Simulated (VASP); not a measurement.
# Cu: single point with revPBE

The system is Cu.

```xyz
1
Lattice="-1.4551 1.4551 1.4551 1.4551 -1.4551 1.4551 1.4551 1.4551 -1.4551" Properties=species:S:1:pos:R:3 pbc="T T T"
Cu    0.0000    0.0000    0.0000
```

```json
{
 "Program": "VASP 6.6.1",
 "Task": "single point",
 "Functional": "revPBE",
 "Potentials or basis": "VASP PAW PBE potentials, release 64 (Cu)",
 "Cutoff": "520 eV",
 "k mesh": "25 × 25 × 25",
 "Occupations": "fermi-dirac, width 0.1 eV",
 "Spin": "no spin polarisation"
}
```

```
Pressure : 0.6 GPa
```

Levels at points of the mesh, in eV from the Fermi level:
```csv
k point,band 3,band 4,band 5,band 6,band 7,band 8,band 9,band 10
"(0.00, 0.00, 0.00)",-2.97,-2.97,-2.02,-2.02,24.61,24.61,24.61,27.55
```

Run time: 47 s on 1 thread of AMD EPYC 7R13 Processor (Zen 3), with other jobs on the host, peak memory 0.15 GiB.

Caveat: the PAW data sets were made with another functional, which shifts forces and pressure a little.
